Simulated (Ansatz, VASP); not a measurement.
**Lu: VASP beside Ansatz**

```
CELL_PARAMETERS angstrom
3.54920 0.00000 0.00000
-1.77460 3.07370 0.00000
0.00000 0.00000 5.62395
ATOMIC_POSITIONS crystal
Lu 0.66667 0.33333 0.75000
Lu 0.33333 0.66667 0.25000
```

Alike in both runs: task single point; functional PBEsol; k mesh 9 × 9 × 5; occupations fermi-dirac, width 0.05 eV; no spin polarisation.

|  | VASP | Ansatz |
| --- | --- | --- |
| version | VASP 6.6.1 | Ansatz 0.2.0 |
| potentials or method | VASP PAW PBE potentials, release 64 (Lu) | Ansatz PAW |
| plane-wave cutoff (eV) | 520 | 420 |
| valence electrons in the cell | 50 | 50 |

Ansatz gave:

* gap on the k mesh at the Fermi level (eV): none
* pressure (GPa): -4.5
* traceless stress, the component that is largest in VASP (GPa): -0.60

Estimate VASP's values.

gap on the k mesh at the Fermi level (eV): none; pressure (GPa): -4.4; traceless stress, the component that is largest in VASP (GPa): -0.60.

VASP's potentials were made for PBE, not for PBEsol. A gap of «none» marks a metal or a gap that the smearing closes.

Neither program's run includes spin-orbit coupling.
